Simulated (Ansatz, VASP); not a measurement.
## ZrC: VASP beside Ansatz

```xyz
2
Lattice="0.0000 2.3502 2.3502 2.3502 0.0000 2.3502 2.3502 2.3502 0.0000" Properties=species:S:1:pos:R:3 pbc="T T T"
Zr    2.3502    2.4563    2.4563
C     0.0000    0.0000    0.0000
```

Change from the starting cell: all Zr atoms moved -0.150 Å, as atom 1 towards its neighbour atom 1 (Zr) at 3.324 Å.

Alike in both runs: task single point; functional PBE; k mesh 18 × 18 × 18; occupations gaussian, width 0.15 eV; no spin polarisation.

|  | VASP | Ansatz |
| --- | --- | --- |
| version | VASP 6.6.1 | Ansatz 0.2.0 |
| potentials or method | VASP PAW PBE potentials, release 64 (Zr_sv, C), cutoff 520 eV | scalar-relativistic, plane waves, PAW |
| valence electrons in the cell | 16 | 16 |

Ansatz gave:

```
gap on the k mesh at the Fermi level (eV)                     : none
pressure (GPa)                                                : 2.9
traceless stress, the component that is largest in VASP (GPa) : -2.05
rms of the force components (eV/Å)                            : 0.567
```

Task: Estimate VASP's values.

Result: gap on the k mesh at the Fermi level (eV): none; pressure (GPa): 3.2; traceless stress, the component that is largest in VASP (GPa): -2.06; rms of the force components (eV/Å): 0.569.

Atom by atom the forces differ by 0.002 eV/Å (rms over components). A gap of «none» marks a metal or a gap that the smearing closes. With one functional, cell and mesh, what is left measures potentials, basis and numerics.
